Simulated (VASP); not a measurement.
# MnBr3 (Pm-3m) in VASP: further runs

Runs on MnBr3. Level: PBE+U. Tasks: single point.

Everything below comes from runs of VASP 6.6.1. Logs are shortened: lines on timing, memory, paths and dates and some standing lists are left out, and cuts for length are marked.

## (1) The cell of the first run

It takes space group Pm-3m (No. 221, cubic). Conventional cell: a = 5.218 Å, b = 5.218 Å, c = 5.218 Å, α = 90.00°, β = 90.00°, γ = 90.00°. Within 3.4 Å of Mn (site symmetry m-3m) lie 6 Br at 2.61 Å. Within 3.4 Å of Br (site symmetry 4/mmm) lie 2 Mn at 2.61 Å.

## (2) Single point, PBE+U, collinear spin, ferrimagnetic start

File INCAR:

```
SYSTEM = MnBr3
PREC     = Accurate       ! precision mode
ENCUT    = 520            ! plane-wave cutoff, eV
EDIFF    = 1E-6           ! SCF threshold, eV
ISMEAR   = 0              ! smearing method
SIGMA    = 0.05           ! smearing width, eV
LREAL    = .False.        ! projectors in reciprocal space
LASPH    = .True.         ! aspherical terms in the spheres
NELM     = 150            ! most SCF steps
ALGO     = Normal         ! electronic algorithm
ISIF     = 2              ! what is computed and relaxed
LWAVE    = .False.        ! write WAVECAR
LCHARG   = .False.        ! write CHGCAR
ISPIN    = 2              ! spin polarisation
MAGMOM   = 4.8 -0.08 -0.08 -0.08 ! initial moments
LORBIT   = 11             ! projections on sites
LMAXMIX  = 4              ! l up to which the mixer works
LDAU     = .True.         ! DFT+U
LDAUTYPE = 2            
LDAUL    = 2 -1           ! shell
LDAUU    = 3.9 0          ! U, eV
LDAUJ    = 0 0          
LDAUPRINT= 1            
GGA      = PE             ! functional
NBANDS   = 29             ! bands
```

File KPOINTS:

```
regular mesh
0
Gamma
  4 4 4
  0 0 0
```

File POSCAR:

```
MnBr3
1.0
    5.2184683468      0.0000000000      0.0000000000
    0.0000000000      5.2184683468      0.0000000000
    0.0000000000      0.0000000000      5.2184683468
Mn Br
1 3
Direct
    0.0000000000      0.0000000000      0.0000000000
    0.5000000000      0.0000000000      0.0000000000
    0.0000000000      0.0000000000      0.5000000000
    0.0000000000      0.5000000000      0.0000000000
```

Potentials or basis: VASP PAW PBE potentials, release 64 (Mn_pv, Br).

Run with:

```bash
cat potpaw_PBE.64/Mn_pv/POTCAR potpaw_PBE.64/Br/POTCAR > POTCAR
mpirun -np 1 vasp_std > vasp.out
```

OUTCAR:

```text
SYSTEM = MnBr3
   PREC = Accurate
   ENCUT = 520
   EDIFF = 1E-6
   ISMEAR = 0
   LREAL = .False.
   LASPH = .True.
   NELM = 150
   ISIF = 2
   ISPIN = 2
   LORBIT = 11
   GGA = PE

 ion  position               nearest neighbor table
   1  0.000  0.000  0.000-   2 2.61   3 2.61   4 2.61   3 2.61   4 2.61   2 2.61
   2  0.500  0.000  0.000-   1 2.61   1 2.61
   3  0.000  0.000  0.500-   1 2.61   1 2.61
   4  0.000  0.500  0.000-   1 2.61   1 2.61

  LATTYP: Found a simple cubic cell.
 ALAT       =     5.2184683468

  Lattice vectors:

 A1 = (   5.2184683468,   0.0000000000,   0.0000000000)
 A2 = (   0.0000000000,   5.2184683468,   0.0000000000)
 A3 = (   0.0000000000,   0.0000000000,   5.2184683468)

Analysis of symmetry for initial positions (statically):
=====================================================================
 Subroutine PRICEL returns:
 Original cell was already a primitive cell.

 Routine SETGRP: Setting up the symmetry group for a
 simple cubic supercell.

 Subroutine GETGRP returns: Found 48 space group operations
 (whereof 48 operations were pure point group operations)
 out of a pool of 48 trial point group operations.

The static configuration has the point symmetry O_h .

Analysis of symmetry for dynamics (positions and initial velocities):
=====================================================================
 Subroutine PRICEL returns:
 Original cell was already a primitive cell.

 Routine SETGRP: Setting up the symmetry group for a
 simple cubic supercell.

 Subroutine GETGRP returns: Found 48 space group operations
 (whereof 48 operations were pure point group operations)
 out of a pool of 48 trial point group operations.

The dynamic configuration has the point symmetry O_h .

Analysis of structural, dynamic, and magnetic symmetry:
=====================================================================
 Subroutine PRICEL returns:
 Original cell was already a primitive cell.

 Routine SETGRP: Setting up the symmetry group for a
 simple cubic supercell.

 Subroutine GETGRP returns: Found 48 space group operations
 (whereof 48 operations were pure point group operations)
 out of a pool of 48 trial point group operations.

The overall configuration has the point symmetry O_h .

 Subroutine INISYM returns: Found 48 space group operations
 (whereof 48 operations are pure point group operations),
 and found     1 'primitive' translations

----------------------------------------------------------------------------------------

                                     Primitive cell

  volume of cell :     142.1115

  direct lattice vectors                    reciprocal lattice vectors
     5.218468347  0.000000000  0.000000000     0.191627108  0.000000000  0.000000000
     0.000000000  5.218468347  0.000000000     0.000000000  0.191627108  0.000000000
     0.000000000  0.000000000  5.218468347     0.000000000  0.000000000  0.191627108

  length of vectors
     5.218468347  5.218468347  5.218468347     0.191627108  0.191627108  0.191627108

  position of ions in fractional coordinates (direct lattice)
     0.000000000  0.000000000  0.000000000
     0.500000000  0.000000000  0.000000000
     0.000000000  0.000000000  0.500000000
     0.000000000  0.500000000  0.000000000

  ion indices of the primitive-cell ions
   primitive index   ion index
                 1           1
                 2           2
                 3           3
                 4           4

----------------------------------------------------------------------------------------

 KPOINTS: regular mesh

[... 68 lines left out ...]
   EFERMI_NEDOS =   21; number of points for ismear=-14 and -15
   IALGO  =     38    algorithm
   IMIX   =      4    mixing-type and parameters
     AMIX     =   0.40;   BMIX     =  1.00
     AMIX_MAG =   1.60;   BMIX_MAG =  1.00
  volume/ion in A,a.u.               =      35.53       239.75
  Fermi-wavevector in a.u.,A,eV,Ry     =   1.016307  1.920541 14.053174  1.032879
  Thomas-Fermi vector in A             =   2.149643
   LORBIT       =     11    0 simple, 1 ext, 2 COOP (PROOUT), +10 PAW based schemes
 LDA+U is selected, type is set to LDAUTYPE =  2
   angular momentum for each species LDAUL =     2   -1
   U (eV)           for each species LDAUU =   3.9  0.0
   J (eV)           for each species LDAUJ =   0.0  0.0
   GGA     = PE    functional components
   LHFCALC =     F    Hartree Fock is set to
   AEXX    =    0.0000 exact exchange contribution
   IVDW    =     0    specifies the selected vdW correction
   LEPSILON=     F    determine dielectric tensor
   LRPA    =     F    only Hartree local field effects (RPA)
 spin polarized calculation
 Gauss-broadening in eV      SIGMA  =   0.05
  energy-cutoff  :      520.00
  volume of cell :      142.11
 maximum number of plane-waves:      3887
 NGX is ok and might be reduce to    40
   NGX = 19   NGY = 19   NGZ = 19

atom =   1  type =  1  l = 2

 onsite density matrix

spin component  1

  0.9424  0.0000  0.0000 -0.0000  0.0000
  0.0000  0.9424  0.0000  0.0000 -0.0000
  0.0000  0.0000  0.8920  0.0000 -0.0000
 -0.0000  0.0000  0.0000  0.9424 -0.0000
  0.0000 -0.0000 -0.0000 -0.0000  0.8920

spin component  2

  0.0268  0.0000 -0.0000  0.0000 -0.0000
  0.0000  0.0268 -0.0000 -0.0000  0.0000
 -0.0000 -0.0000  0.0857 -0.0000  0.0000
  0.0000 -0.0000 -0.0000  0.0268  0.0000
 -0.0000  0.0000  0.0000  0.0000  0.0857

 occupancies and eigenvectors

  o =  0.0268  v =  0.0000  0.0000  0.0000  0.0000  0.0000  0.0000 -0.9996 -0.0000 -0.0298 -0.0000      0.0000  0.0000  0.0000  0.0000  0.0000  0.0000  0.0000  0.0000  0.0000  0.0000
  o =  0.0268  v =  0.0000  0.0000  0.0000  0.0000  0.0000  0.0000  0.0298 -0.0000 -0.9996  0.0000      0.0000  0.0000  0.0000  0.0000  0.0000  0.0000  0.0000  0.0000  0.0000  0.0000
  o =  0.0268  v =  0.0000  0.0000  0.0000  0.0000  0.0000  1.0000  0.0000  0.0000  0.0000  0.0000      0.0000  0.0000  0.0000  0.0000  0.0000  0.0000  0.0000  0.0000  0.0000  0.0000
  o =  0.0857  v =  0.0000  0.0000  0.0000  0.0000  0.0000  0.0000  0.0000  0.0088 -0.0000 -1.0000      0.0000  0.0000  0.0000  0.0000  0.0000  0.0000  0.0000  0.0000  0.0000  0.0000
  o =  0.0857  v =  0.0000  0.0000  0.0000  0.0000  0.0000  0.0000  0.0000 -1.0000  0.0000 -0.0088      0.0000  0.0000  0.0000  0.0000  0.0000  0.0000  0.0000  0.0000  0.0000  0.0000
  o =  0.8920  v =  0.0000 -0.0000 -0.0131 -0.0000 -0.9999  0.0000  0.0000  0.0000  0.0000  0.0000      0.0000  0.0000  0.0000  0.0000  0.0000  0.0000  0.0000  0.0000  0.0000  0.0000
  o =  0.8920  v =  0.0000 -0.0000 -0.9999 -0.0000  0.0131  0.0000  0.0000  0.0000  0.0000  0.0000      0.0000  0.0000  0.0000  0.0000  0.0000  0.0000  0.0000  0.0000  0.0000  0.0000
  o =  0.9424  v =  1.0000  0.0000  0.0000  0.0000  0.0000  0.0000  0.0000  0.0000  0.0000  0.0000      0.0000  0.0000  0.0000  0.0000  0.0000  0.0000  0.0000  0.0000  0.0000  0.0000
  o =  0.9424  v =  0.0000  0.9203 -0.0000 -0.3913 -0.0000  0.0000  0.0000  0.0000  0.0000  0.0000      0.0000  0.0000  0.0000  0.0000  0.0000  0.0000  0.0000  0.0000  0.0000  0.0000
  o =  0.9424  v =  0.0000  0.3913 -0.0000  0.9203 -0.0000  0.0000  0.0000  0.0000  0.0000  0.0000      0.0000  0.0000  0.0000  0.0000  0.0000  0.0000  0.0000  0.0000  0.0000  0.0000

 number of electron      33.9999972 magnetization       4.3749798

 Free energy of the ion-electron system (eV)
  ---------------------------------------------------
  ext. energy  EPLUGINS =         0.00000000
  ---------------------------------------------------
  free energy    TOTEN  =       -14.35452540 eV

  energy without entropy =      -14.34486346  energy(sigma->0) =      -14.34969443

 E-fermi :  -1.0413     XC(G=0):  -7.3529

 val. band max:       -1.0546669938   @ k =   0.2500   0.2500   0.2500
 cond. band min:      -1.0197532887   @ k =   0.5000   0.2500   0.0000
 fundamental gap:      0.0349137051
 Fermi energy:        -1.0413497305

 spin component 1

 k-point     1 :       0.0000    0.0000    0.0000
  band No.  band energies     occupation
      1     -51.2622      1.00000
      2     -51.2622      1.00000
      3     -51.2622      1.00000
      4     -15.0435      1.00000
      5     -14.2882      1.00000
      6     -14.2882      1.00000
[... 309 lines left out ...]
     28      10.2526      0.00000
     29      10.2529      0.00000
 Fermi energy:        -1.0413497305

 spin component 2

 k-point     1 :       0.0000    0.0000    0.0000
  band No.  band energies     occupation
      1     -46.5157      1.00000
      2     -46.5157      1.00000
      3     -46.5157      1.00000
      4     -15.0816      1.00000
      5     -14.3051      1.00000
      6     -14.3051      1.00000
[... 309 lines left out ...]
     28      10.4389      0.00000
     29      10.4412      0.00000

------------------------ aborting loop because EDIFF is reached ----------------------------------------

  FORCE on cell =-STRESS in cart. coord.  units (eV):
  Direction    XX          YY          ZZ          XY          YZ          ZX
  --------------------------------------------------------------------------------------
  -------------------------------------------------------------------------------------
  Total        0.2844185      0.2844185      0.2844185      0.0000000     -0.0000000      0.0000000
  in kB        3.2065597      3.2065597      3.2065597      0.0000000     -0.0000000      0.0000000
  external PRESSURE =       3.2065597 kB  Pullay stress =       0.0000000 kB

 VOLUME and BASIS-vectors are now :
 -----------------------------------------------------------------------------
  energy-cutoff  :      520.00
  volume of cell :      142.11
      direct lattice vectors                 reciprocal lattice vectors
     5.218468347  0.000000000  0.000000000     0.191627108  0.000000000  0.000000000
     0.000000000  5.218468347  0.000000000     0.000000000  0.191627108  0.000000000
     0.000000000  0.000000000  5.218468347     0.000000000  0.000000000  0.191627108

 POSITION                                       TOTAL-FORCE (eV/Angst)
 -----------------------------------------------------------------------------------
      0.00000      0.00000      0.00000         0.000000      0.000000      0.000000
      2.60923      0.00000      0.00000         0.000000      0.000000      0.000000
      0.00000      0.00000      2.60923         0.000000      0.000000      0.000000
      0.00000      2.60923      0.00000         0.000000      0.000000      0.000000
 -----------------------------------------------------------------------------------
    total drift:                               -0.000000     -0.000000     -0.000000

  FREE ENERGIE OF THE ION-ELECTRON SYSTEM (eV)
  ---------------------------------------------------
  free  energy   TOTEN  =       -14.3545254022 eV

  energy  without entropy=      -14.3448634621  energy(sigma->0) =      -14.34969443

 total charge

# of ion       s       p       d       tot
------------------------------------------
    1        0.220   6.170   4.846  11.236
    2        1.614   3.214   0.011   4.839
    3        1.614   3.214   0.011   4.839
    4        1.614   3.214   0.011   4.839
--------------------------------------------------
tot          5.061  15.812   4.880  25.752

 magnetization (x)

# of ion       s       p       d       tot
------------------------------------------
    1        0.041   0.032   4.350   4.424
    2        0.003  -0.077   0.004  -0.069
    3        0.003  -0.077   0.004  -0.069
    4        0.003  -0.077   0.004  -0.069
--------------------------------------------------
tot          0.050  -0.198   4.363   4.215
```

Run time: 83 s. Hardware: 1 thread of Intel Xeon Platinum 8375C at 2.90GHz (Ice Lake), shared host; peak memory 0.31 GiB.

Results:

```yaml
Free_energy: -14.3545 eV
Pressure: 0.3 GPa
Net_moment: 4.37 μB per cell
Site_moments: Mn +4.42; Br -0.07 μB
Valence_electrons_inside_the_program's_atomic_spheres: Mn 11.24; Br 4.84
```

Levels at points of the mesh, in eV from the Fermi level:
Spin up:
| k point | band 15 | band 16 | band 17 | band 18 | band 19 | band 20 | band 21 | band 22 | band 23 | band 24 |
| --- | --- | --- | --- | --- | --- | --- | --- | --- | --- | --- |
| (0.00, 0.00, 0.00) | -0.62 | -0.62 | -0.62 | -0.38 | -0.38 | -0.38 | 2.38 | 5.82 | 8.60 | 8.60 |
| (0.50, 0.00, 0.00) | -1.49 | -0.79 | -0.75 | -0.75 | -0.47 | -0.47 | 5.41 | 7.59 | 7.72 | 8.47 |
| (0.50, 0.50, 0.00) | -1.14 | -1.14 | -0.73 | -0.73 | 0.19 | 0.73 | 7.13 | 7.13 | 7.53 | 8.31 |
| (0.50, 0.50, 0.50) | -1.58 | 0.20 | 0.20 | 0.20 | 0.74 | 0.74 | 6.15 | 6.15 | 6.15 | 6.68 |
Spin down:
```tsv
k point	band 12	band 13	band 14	band 15	band 16	band 17	band 18	band 19
(0.00, 0.00, 0.00)	-0.65	-0.44	-0.44	-0.44	3.05	3.05	3.05	3.23
(0.50, 0.00, 0.00)	-1.21	-0.82	-0.52	-0.52	3.07	3.23	3.39	3.75
(0.50, 0.50, 0.00)	-1.19	-1.15	-1.15	0.16	3.29	3.76	3.76	4.01
(0.50, 0.50, 0.50)	-2.16	0.17	0.17	0.17	4.01	4.01	4.01	5.16
```

Eigenvalues of the final occupation matrices:
| site | spin | trace | eigenvalues |
| --- | --- | --- | --- |
| site 1 d | 1 | 4.61 | 0.89 0.89 0.94 0.94 0.94 |
| site 1 d | 2 | 0.25 | 0.03 0.03 0.03 0.09 0.09 |

[end of part 1 of 2]
